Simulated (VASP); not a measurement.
Set up this calculation in VASP 6.6.1, as the native input.

- Task: single point
- Functional: r2SCAN
- Potentials or basis: VASP PAW PBE potentials, release 64 (Ca_sv, Se)
- Cutoff: 520 eV
- k mesh: 6 × 6 × 4
- Occupations: gaussian, width 0.01 eV
- Spin: no spin polarisation
- Dipole correction: no
- Further INCAR settings: ALGO = Normal; EDIFF = 1e-06; NBANDS = 24

CaSe:

```
Ca Se
1.0
     4.21272    0.00000    0.00000
    -2.10636    3.64832    0.00000
     0.00000    0.00000    7.30298
Ca Se
2 2
Cartesian
  0.0000 0.0000 0.0000
  0.0000 0.0000 3.6515
  0.0000 2.4322 1.8257
  2.1064 1.2161 5.4772
```

This cell differs from its parent crystal: volume changed by +6%.

One way to write it, as run:

POSCAR

```
CaSe
1.0
    4.2127161275      0.0000000000      0.0000000000
   -2.1063580638      3.6483191854      0.0000000000
    0.0000000000      0.0000000000      7.3029801240
Ca Se
2 2
Direct
    0.0000000000      0.0000000000      0.0000000000
    0.0000000000      0.0000000000      0.5000000000
    0.3333333333      0.6666666667      0.2500000000
    0.6666666667      0.3333333333      0.7500000000
```

INCAR.step1

```
SYSTEM = CaSe
  PREC = Accurate
  ENCUT = 520
  ISMEAR = 0
  SIGMA = 0.01
  LREAL = .False.
  LASPH = .True.
  NELM = 100
  NBANDS = 24
  GGA = PE
  ALGO = Normal
  EDIFF = 1E-4
  LWAVE = .True.
  LCHARG = .False.
```

INCAR.step2

```
SYSTEM = CaSe
  PREC = Accurate
  ENCUT = 520
  EDIFF = 1E-6
  ISMEAR = 0
  SIGMA = 0.01
  LREAL = .False.
  LASPH = .True.
  NELM = 100
  ALGO = Normal
  ISIF = 2
  LWAVE = .False.
  LCHARG = .False.
  METAGGA = R2SCAN
  LMIXTAU = .True.
  NBANDS = 24
  ISTART = 1
```

KPOINTS

```
regular mesh
0
Gamma
  6 6 4
  0 0 0
```

Potentials or basis: VASP PAW PBE potentials, release 64 (Ca_sv, Se).

Launch:

```bash
$ cat potpaw_PBE.64/Ca_sv/POTCAR potpaw_PBE.64/Se/POTCAR > POTCAR
$ cp INCAR.step1 INCAR
$ mpirun -np 1 vasp_std > vasp.out
$ cp INCAR.step2 INCAR
$ mpirun -np 1 vasp_std > vasp.out
```

It gave:

```json
{
 "Pressure": "-2.5 GPa",
 "Band gap on the k mesh": "2.77 eV, indirect (least direct gap 2.99 eV)"
}
```

Caveat: the PAW data sets were made with another functional, which shifts forces and pressure a little.

Wall time 3 min on 1 thread of Intel Xeon 6975P-C, with other jobs on the host, peak memory 0.26 GiB.
